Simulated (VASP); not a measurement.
# ZrC (Fm-3m) in VASP: single point with PBE

Aim: the single point of ZrC with PBE.

Program: VASP 6.6.1. These are calculated values, not measurements. Logs are shortened: lines on timing, memory, paths and dates and some standing lists are left out, and cuts for length are marked.

### Step 1. The cell of the first run

It takes space group Fm-3m (No. 225, cubic). Conventional cell: a = 4.730 Å, b = 4.730 Å, c = 4.730 Å, α = 90.00°, β = 90.00°, γ = 90.00°. Zr (site symmetry m-3m) has 6 C at 2.37 Å within 3.1 Å. C (site symmetry m-3m) has 6 Zr at 2.37 Å within 3.1 Å.

### Step 2. Single point, PBE, collinear spin

The input, POSCAR:

```
ZrC
1.0
    0.0000000000      2.3650000000      2.3650000000
    2.3650000000      0.0000000000      2.3650000000
    2.3650000000      2.3650000000      0.0000000000
Zr C
1 1
Direct
    0.5000000000      0.5000000000      0.5000000000
    0.0000000000      0.0000000000      0.0000000000
```

The input, INCAR.step1:

```
ALGO = Normal ; EDIFF = 1E-6
ENCUT = 520 ; GGA = PE
ISIF = 2 ; ISMEAR = -1
ISPIN = 2 ; LASPH = True
LCHARG = True ; LMAXMIX = 4
LREAL = False ; LWAVE = False
MAGMOM = 1 0 ; NBANDS = 19
NELM = 150 ; PREC = Accurate
SIGMA = 0.05
```

The input, KPOINTS.step1:

```
k-points
0
Gamma
  12 12 12
```

The input, INCAR.step2:

```
ALGO = Normal ; EDIFF = 1E-6
ENCUT = 520 ; GGA = PE
ICHARG = 11 ; ISIF = 2
ISMEAR = -5 ; ISPIN = 2
LASPH = True ; LCHARG = False
LMAXMIX = 4 ; LORBIT = 11
LREAL = False ; LWAVE = False
MAGMOM = 1 0 ; NEDOS = 2001
NELM = 150 ; PREC = Accurate
SIGMA = 0.05
```

The input, KPOINTS.step2:

```
k-points
0
Gamma
  18 18 18
```

Potentials or basis: VASP PAW PBE potentials, release 64 (Zr_sv, C).

On the command line:

```console
> cat potpaw_PBE.64/Zr_sv/POTCAR potpaw_PBE.64/C/POTCAR > POTCAR
> cp INCAR.step1 INCAR
> cp KPOINTS.step1 KPOINTS
> mpirun -np 1 vasp_std > vasp.out
> cp INCAR.step2 INCAR
> cp KPOINTS.step2 KPOINTS
> mpirun -np 1 vasp_std > vasp.out
```

OUTCAR:

```text
EDIFF = 1E-6
   ENCUT = 520
   GGA = PE
   ICHARG = 11
   ISIF = 2
   ISMEAR = -5
   ISPIN = 2
   LASPH = True
   LORBIT = 11
   LREAL = False
   NELM = 150
   PREC = Accurate

 ion  position               nearest neighbor table
   1  0.500  0.500  0.500-   2 2.37   2 2.37   2 2.37   2 2.37   2 2.37   2 2.37
   2  0.000  0.000  0.000-   1 2.37   1 2.37   1 2.37   1 2.37   1 2.37   1 2.37

  LATTYP: Found a face centered cubic cell.
 ALAT       =     4.7300000000

  Lattice vectors:

 A1 = (   0.0000000000,   2.3650000000,   2.3650000000)
 A2 = (   2.3650000000,   0.0000000000,   2.3650000000)
 A3 = (   2.3650000000,   2.3650000000,   0.0000000000)

Analysis of symmetry for initial positions (statically):
=====================================================================
 Subroutine PRICEL returns:
 Original cell was already a primitive cell.

 Routine SETGRP: Setting up the symmetry group for a
 face centered cubic supercell.

 Subroutine GETGRP returns: Found 48 space group operations
 (whereof 48 operations were pure point group operations)
 out of a pool of 48 trial point group operations.

The static configuration has the point symmetry O_h .

Analysis of symmetry for dynamics (positions and initial velocities):
=====================================================================
 Subroutine PRICEL returns:
 Original cell was already a primitive cell.

 Routine SETGRP: Setting up the symmetry group for a
 face centered cubic supercell.

 Subroutine GETGRP returns: Found 48 space group operations
 (whereof 48 operations were pure point group operations)
 out of a pool of 48 trial point group operations.

The dynamic configuration has the point symmetry O_h .

Analysis of structural, dynamic, and magnetic symmetry:
=====================================================================
 Subroutine PRICEL returns:
 Original cell was already a primitive cell.

 Routine SETGRP: Setting up the symmetry group for a
 face centered cubic supercell.

 Subroutine GETGRP returns: Found 48 space group operations
 (whereof 48 operations were pure point group operations)
 out of a pool of 48 trial point group operations.

The overall configuration has the point symmetry O_h .

 Subroutine INISYM returns: Found 48 space group operations
 (whereof 48 operations are pure point group operations),
 and found     1 'primitive' translations

----------------------------------------------------------------------------------------

                                     Primitive cell

  volume of cell :      26.4560

  direct lattice vectors                    reciprocal lattice vectors
     0.000000000  2.365000000  2.365000000    -0.211416490  0.211416490  0.211416490
     2.365000000  0.000000000  2.365000000     0.211416490 -0.211416490  0.211416490
     2.365000000  2.365000000  0.000000000     0.211416490  0.211416490 -0.211416490

  length of vectors
     3.344615075  3.344615075  3.344615075     0.366184103  0.366184103  0.366184103

  position of ions in fractional coordinates (direct lattice)
     0.500000000  0.500000000  0.500000000
     0.000000000  0.000000000  0.000000000

  ion indices of the primitive-cell ions
   primitive index   ion index
                 1           1
                 2           2

----------------------------------------------------------------------------------------

 KPOINTS: k-points

Automatic generation of k-mesh.
 Grid dimensions read from file:
 generate k-points for:   18   18   18

 Generating k-lattice:

  Cartesian coordinates                     Fractional coordinates (reciprocal lattice)
    -0.011745361  0.011745361  0.011745361     0.055555556  0.000000000  0.000000000
     0.011745361 -0.011745361  0.011745361     0.000000000  0.055555556  0.000000000
     0.011745361  0.011745361 -0.011745361     0.000000000  0.000000000  0.055555556

  Length of vectors
     0.020343561  0.020343561  0.020343561

  Shift w.r.t. Gamma in fractional coordinates (k-lattice)
     0.000000000  0.000000000  0.000000000

 TETIRR: Found    806 inequivalent tetrahedra from    34992

 Subroutine IBZKPT returns following result:
 ===========================================

 Found    195 irreducible k-points:

 Following reciprocal coordinates:
            Coordinates               Weight
  0.000000  0.000000  0.000000      1.000000
  0.055556  0.000000  0.000000      8.000000
  0.111111  0.000000  0.000000      8.000000
  0.166667  0.000000  0.000000      8.000000
  0.222222  0.000000  0.000000      8.000000
  0.277778  0.000000  0.000000      8.000000
[... 16 lines left out ...]
 -0.277778  0.055556  0.000000     24.000000
 -0.222222  0.055556  0.000000     24.000000
 [... further k-points ...]
   k-points           NKPTS =    195   k-points in BZ     NKDIM =    195   number of bands    NBANDS=     13
   number of dos      NEDOS =   2001   number of ions     NIONS =      2
   total plane-waves  NPLWV =  21952
   dimension x,y,z NGX =    28 NGY =   28 NGZ =   28
   dimension x,y,z NGXF=    56 NGYF=   56 NGZF=   56
   ions per type =               1   1
   NGX,Y,Z   is equivalent  to a cutoff of  13.92, 13.92, 13.92 a.u.
   NGXF,Y,Z  is equivalent  to a cutoff of  27.84, 27.84, 27.84 a.u.
 SYSTEM =  unknown system
   PREC   = accura    normal or accurate (medium, high low for compatibility)
   ISTART =      0    job   : 0-new  1-cont  2-samecut
   ICHARG =     11    charge: 1-file 2-atom 10-const
   ISPIN  =      2    spin polarized calculation?
   LNONCOLLINEAR =      F non collinear calculations
   LSORBIT =      F    spin-orbit coupling
   LASPH  =      T    aspherical Exc in radial PAW
   ENCUT  =  520.0 eV  38.22 Ry    6.18 a.u.   6.22  6.22  6.22*2*pi/ulx,y,z
   NELM   =    150;   NELMIN=  2; NELMDL=  0     # of ELM steps
   EDIFF  = 0.1E-05   stopping-criterion for ELM
   LREAL  =      F    real-space projection
   EDIFFG = 0.1E-04   stopping-criterion for IOM
   NSW    =      0    number of steps for IOM
   IBRION =     -1    ionic relax: 0-MD 1-quasi-New 2-CG
   NFREE  =      0    steps in history (QN), initial steepest desc. (CG)
   ISIF   =      2    stress and relaxation
   ISYM   =      2    0-nonsym 1-usesym 2-fastsym
   POTIM  = 0.5000    time-step for ionic-motion
   TEBEG  =    0.0;   TEEND  =   0.0 temperature during run
   PSTRESS=    0.0 pullay stress
   NELECT =      16.0000    total number of electrons
   NUPDOWN=      -1.0000    fix difference up-down
   EMIN   =  10.00;   EMAX   =-10.00  energy-range for DOS
   EFERMI =   0.00;   METHOD = LEGACY
   ISMEAR =    -5;   SIGMA  =   0.05  broadening in eV -4-tet -1-fermi 0-gaus
   EFERMI_NEDOS =   21; number of points for ismear=-14 and -15
   IALGO  =     38    algorithm
   IMIX   =      4    mixing-type and parameters
     AMIX     =   0.40;   BMIX     =  1.00
     AMIX_MAG =   1.60;   BMIX_MAG =  1.00
  volume/ion in A,a.u.               =      13.23        89.27
  Fermi-wavevector in a.u.,A,eV,Ry     =   1.384439  2.616209 26.077880  1.916670
  Thomas-Fermi vector in A             =   2.508943
   LORBIT       =     11    0 simple, 1 ext, 2 COOP (PROOUT), +10 PAW based schemes
   GGA     = PE    functional components
   LHFCALC =     F    Hartree Fock is set to
   AEXX    =    0.0000 exact exchange contribution
   IVDW    =     0    specifies the selected vdW correction
   LEPSILON=     F    determine dielectric tensor
   LRPA    =     F    only Hartree local field effects (RPA)
 spin polarized calculation
 Fermi weights with tetrahedron method with Bloechl corrections
  energy-cutoff  :      520.00
  volume of cell :       26.46
 maximum number of plane-waves:       725
 NGX is ok and might be reduce to    28

 number of electron      16.0000000 magnetization      -0.0000139

 Free energy of the ion-electron system (eV)
  ---------------------------------------------------
  ext. energy  EPLUGINS =         0.00000000
  ---------------------------------------------------
  free energy    TOTEN  =       -19.45911657 eV

  energy without entropy =      -19.45911657  energy(sigma->0) =      -19.45911657

 E-fermi :   9.4231     XC(G=0): -12.0406

 val. band max:        9.4880532371   @ k =   0.0556   0.0556   0.0000
 cond. band min:       9.3911604340   @ k =   0.4444   0.4444   0.0000
 fundamental gap:     -0.0968928031
 Fermi energy:         9.4231122544

 spin component 1

 k-point     1 :       0.0000    0.0000    0.0000
  band No.  band energies     occupation
      1     -38.7822      1.00000
      2     -16.5043      1.00000
      3     -16.5043      1.00000
      4     -16.5043      1.00000
      5      -1.8409      1.00000
      6      10.3293      0.00000
      7      10.3293      0.00000
      8      10.3293      0.00000
      9      10.4838      0.00000
     10      10.4838      0.00000
     11      10.4838      0.00000
     12      12.1546      0.00000
     13      12.1546      0.00000
[... 356 lines left out ...]
      2     -16.8953      1.00000
      3     -16.5676      1.00000
      4     -16.5293      1.00000
      5      -0.6619      1.00000
      6       6.7519      1.00000
      7       7.6020      1.00000
      8       7.9069      1.00000
      9      11.5729      0.00000
     10      11.9030      0.00000
     11      12.4969      0.00000
     12      15.2170      0.00000
     13      16.4562      0.00000

 [... further k-points ...]

 spin component 2

 k-point     1 :       0.0000    0.0000    0.0000
  band No.  band energies     occupation
      1     -38.7822      1.00000
      2     -16.5043      1.00000
      3     -16.5043      1.00000
      4     -16.5043      1.00000
      5      -1.8409      1.00000
      6      10.3294      0.00000
      7      10.3294      0.00000
      8      10.3294      0.00000
      9      10.4838      0.00000
     10      10.4838      0.00000
     11      10.4838      0.00000
     12      12.1546      0.00000
     13      12.1546      0.00000
[... 356 lines left out ...]
      2     -16.8953      1.00000
      3     -16.5676      1.00000
      4     -16.5294      1.00000
      5      -0.6619      1.00000
      6       6.7519      1.00000
      7       7.6020      1.00000
      8       7.9069      1.00000
      9      11.5729      0.00000
     10      11.9031      0.00000
     11      12.4969      0.00000
     12      15.2170      0.00000
     13      16.4562      0.00000

 [... further k-points ...]
[... 5 lines left out ...]
  --------------------------------------------------------------------------------------
  -------------------------------------------------------------------------------------
  Total       -0.4467497     -0.4467497     -0.4467497      0.0000000      0.0000000      0.0000000
  in kB      -27.0552399    -27.0552399    -27.0552399      0.0000000      0.0000000      0.0000000
  external PRESSURE =     -27.0552399 kB  Pullay stress =       0.0000000 kB

 VOLUME and BASIS-vectors are now :
 -----------------------------------------------------------------------------
  energy-cutoff  :      520.00
  volume of cell :       26.46
      direct lattice vectors                 reciprocal lattice vectors
     0.000000000  2.365000000  2.365000000    -0.211416490  0.211416490  0.211416490
     2.365000000  0.000000000  2.365000000     0.211416490 -0.211416490  0.211416490
     2.365000000  2.365000000  0.000000000     0.211416490  0.211416490 -0.211416490

 POSITION                                       TOTAL-FORCE (eV/Angst)
 -----------------------------------------------------------------------------------
      2.36500      2.36500      2.36500         0.000000      0.000000     -0.000000
      0.00000      0.00000      0.00000        -0.000000     -0.000000      0.000000
 -----------------------------------------------------------------------------------
    total drift:                                0.000000      0.000000      0.000000

  FREE ENERGIE OF THE ION-ELECTRON SYSTEM (eV)
  ---------------------------------------------------
  free  energy   TOTEN  =       -19.4591165721 eV

  energy  without entropy=      -19.4591165721  energy(sigma->0) =      -19.45911657

 total charge

# of ion       s       p       d       tot
------------------------------------------
    1        2.172   6.038   1.602   9.811
    2        0.884   1.464   0.000   2.348
--------------------------------------------------
tot          3.055   7.502   1.602  12.159

 magnetization (x)

# of ion       s       p       d       tot
------------------------------------------
    1        0.000   0.000  -0.000  -0.000
    2        0.000   0.000   0.000   0.000
--------------------------------------------------
tot          0.000   0.000  -0.000   0.000
```

Wall time 4.5 min (1 thread of AMD EPYC 7R13, shared host); peak memory 0.22 GiB.

Results:

```yaml
Net_moment: 0.00 μB per cell
Valence_electrons_inside_the_program's_atomic_spheres: Zr 9.81; C 2.35
```

Caveat: tetrahedron occupations give inexact forces and stress in metals.
